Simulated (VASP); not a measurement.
Set up this calculation in VASP 6.6.1, as the native input.

| Item | Value |
| --- | --- |
| Task | single point |
| Functional | r2SCAN |
| Potentials or basis | VASP PAW PBE potentials, release 64 (Cu, Ni) |
| Cutoff | 520 eV |
| k mesh | 18 × 18 × 2 |
| Occupations | gaussian, width 0.1 eV |
| Spin | no spin polarisation |
| Dipole correction | no |
| Further INCAR settings | ALGO = Normal; EDIFF = 1e-06; NBANDS = 64 |

Crystal: Cu3Ni2.

```xyz
10
Lattice="2.5181 0.0000 0.0000 -1.2591 2.1807 0.0000 0.0000 0.0000 20.8588" Properties=species:S:1:pos:R:3 pbc="T T T"
Cu    0.0000    1.4538   19.7959
Cu    0.0000    1.4538   11.4924
Cu    0.0000    1.4538   15.6441
Cu    1.2591    0.7269    1.0630
Cu    1.2591    0.7269    5.2147
Cu    1.2591    0.7269    9.3665
Ni    0.0000    1.4538    3.1360
Ni    0.0000    1.4538    7.2934
Ni    1.2591    0.7269   13.5654
Ni    1.2591    0.7269   17.7229
```

These files were run (other wordings do the same):

POSCAR

```
Cu3Ni2
1.0
    2.5181088413      0.0000000000      0.0000000000
   -1.2590544206      2.1807462261      0.0000000000
    0.0000000000      0.0000000000     20.8588399205
Cu Ni
6 4
Direct
    0.3333333333      0.6666666667      0.9490398866
    0.3333333333      0.6666666667      0.5509601134
    0.3333333333      0.6666666667      0.7500000000
    0.6666666667      0.3333333333      0.0509601134
    0.6666666667      0.3333333333      0.2500000000
    0.6666666667      0.3333333333      0.4490398866
    0.3333333333      0.6666666667      0.1503428780
    0.3333333333      0.6666666667      0.3496571220
    0.6666666667      0.3333333333      0.6503428780
    0.6666666667      0.3333333333      0.8496571220
```

INCAR.step1

```
SYSTEM = Cu3Ni2
PREC = Accurate ; ENCUT = 520
ISMEAR = 0 ; SIGMA = 0.1
LREAL = .False. ; LASPH = .True.
NELM = 100 ; NBANDS = 64
GGA = PE ; ALGO = Normal
EDIFF = 1E-4 ; LWAVE = .True.
LCHARG = .False.
```

INCAR.step2

```
SYSTEM = Cu3Ni2
PREC = Accurate ; ENCUT = 520
EDIFF = 1E-6 ; ISMEAR = 0
SIGMA = 0.1 ; LREAL = .False.
LASPH = .True. ; NELM = 100
ALGO = Normal ; ISIF = 2
LWAVE = .False. ; LCHARG = .False.
METAGGA = R2SCAN ; LMIXTAU = .True.
NBANDS = 64 ; ISTART = 1
```

KPOINTS

```
regular mesh
0
Gamma
  18 18 2
  0 0 0
```

Potentials or basis: VASP PAW PBE potentials, release 64 (Cu, Ni).

The run is started by

```bash
$ cat potpaw_PBE.64/Cu/POTCAR potpaw_PBE.64/Ni/POTCAR > POTCAR
$ cp INCAR.step1 INCAR
$ mpirun -np 1 vasp_std > vasp.out
$ cp INCAR.step2 INCAR
$ mpirun -np 1 vasp_std > vasp.out
```

It gave:

The pressure is -6.7 GPa, the largest force is 0.030 eV/Å and the band gap on the k mesh is zero (bands 53 and 54 overlap by 4.96 eV).

Caveat: the cell stands under tension; the PAW data sets were made with another functional, which shifts forces and pressure a little.

Wall time 55 min on 1 thread of Oxide Virtual Turin-like Processor (shared host), peak memory 0.5 GiB.
